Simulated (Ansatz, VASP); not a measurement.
**Mo3W: VASP beside Ansatz**

```
Mo W
1.0
     0.00000    3.16865    3.16865
     3.16865    0.00000    3.16865
     3.16865    3.16865    0.00000
Mo W
3 1
Cartesian
  4.7530 4.7530 4.7530
  1.5843 1.5843 1.5843
  0.0000 0.0000 0.0000
  3.1687 3.1687 3.1687
```

Alike in both runs: functional PBE; k mesh 4 × 4 × 4; occupations gaussian, width 0.1 eV; no spin polarisation.

Ansatz relaxed the structure, and its values are those at the end. VASP's run is a single point on that final structure, the one shown.

|  | VASP | Ansatz |
| --- | --- | --- |
| version | VASP 6.6.1 | Ansatz 0.2.0 |
| potentials or method | VASP PAW PBE potentials, release 64 (Mo_sv, W_sv), cutoff 520 eV | scalar-relativistic, plane waves, PAW |
| valence electrons in the cell | 56 | 56 |

Ansatz gave:

| Quantity | Value |
| --- | --- |
| gap on the k mesh at the Fermi level (eV) | 0.29 |
| least direct gap on the mesh (eV) | 0.84 |
| pressure (GPa) | 0.0 |

Q: What did VASP give for the same quantities?

A: gap on the k mesh at the Fermi level (eV): 0.29; least direct gap on the mesh (eV): 0.84; pressure (GPa): 0.5.

The k mesh is coarse, so the values compare programs but aren't converged. Neither program's run includes spin-orbit coupling.
